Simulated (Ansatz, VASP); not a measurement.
## KI: VASP beside Ansatz

File INCAR:

```
ALGO     = Normal         # electronic algorithm
EDIFF    = 1E-7           # SCF threshold, eV
ENCUT    = 520            # plane-wave cutoff, eV
GGA      = PE             # functional
ISIF     = 2              # what is computed and relaxed
ISMEAR   = 0              # smearing method
LASPH    = T              # aspherical terms in the spheres
LCHARG   = F              # write CHGCAR
LREAL    = F              # projectors in reciprocal space
LWAVE    = F              # write WAVECAR
NBANDS   = 15             # bands
NELM     = 80             # most SCF steps
PREC     = Accurate       # precision mode
SIGMA    = 0.05           # smearing width, eV
```

Contents of KPOINTS:

```
k-points
0
Gamma
  6 6 6
```

POSCAR

```
KI
1.0
   -0.0352455000      3.5245500000      3.5245500000
    3.4893045000      0.0000000000      3.4893045000
    3.5245500000      3.5245500000     -0.0352455000
K I
1 1
Direct
    0.0000000000      0.0000000000      0.0000000000
    0.5000000000      0.5000000000      0.5000000000
```

Input for Ansatz:

```yaml
crystal:
  lattice:
    - [-0.0352455, 3.52455, 3.52455]
    - [3.4893045, 0.0, 3.4893045]
    - [3.52455, 3.52455, -0.0352455]
  atoms:
    - { symbol: K, position: [0.0, 0.0, 0.0] }
    - { symbol: I, position: [0.5, 0.5, 0.5] }
basis:
  ecutwfc: 420
kpoints:
  mp_grid: { grid: [6, 6, 6] }
hamiltonian:
  xc: pbe
scf:
  occupations: { method: gaussian, width: 0.05 }
output:
  forces: true
  stress: true
  eigenvalues: true
```

Change from the starting cell: strain -0.0200 x Voigt [0, 0, 0, 0, 1, 0], atoms carried along.

Alike in both runs: task single point; functional PBE; k mesh 6 × 6 × 6; occupations gaussian, width 0.05 eV; no spin polarisation.

|  | VASP | Ansatz |
| --- | --- | --- |
| version | VASP 6.6.1 | Ansatz 0.2.0 |
| potentials or method | VASP PAW PBE potentials, release 64 (K_sv, I), cutoff 520 eV | scalar-relativistic, plane waves, PAW |
| valence electrons in the cell | 16 | 26 |

Ansatz gave:

- gap on the k mesh at the Fermi level (eV): 3.96
- least direct gap on the mesh (eV): 3.96
- pressure (GPa): 0.7
- traceless stress, the component that is largest in VASP (GPa): 0.07

Q: What did VASP give for the same quantities?

A: gap on the k mesh at the Fermi level (eV): 3.95; least direct gap on the mesh (eV): 3.95; pressure (GPa): 0.7; traceless stress, the component that is largest in VASP (GPa): 0.07.

VASP's potentials hold 16 valence electrons a cell and Ansatz's 26, so a difference there can come from the potentials and not from the codes.

Spin-orbit coupling is off throughout.
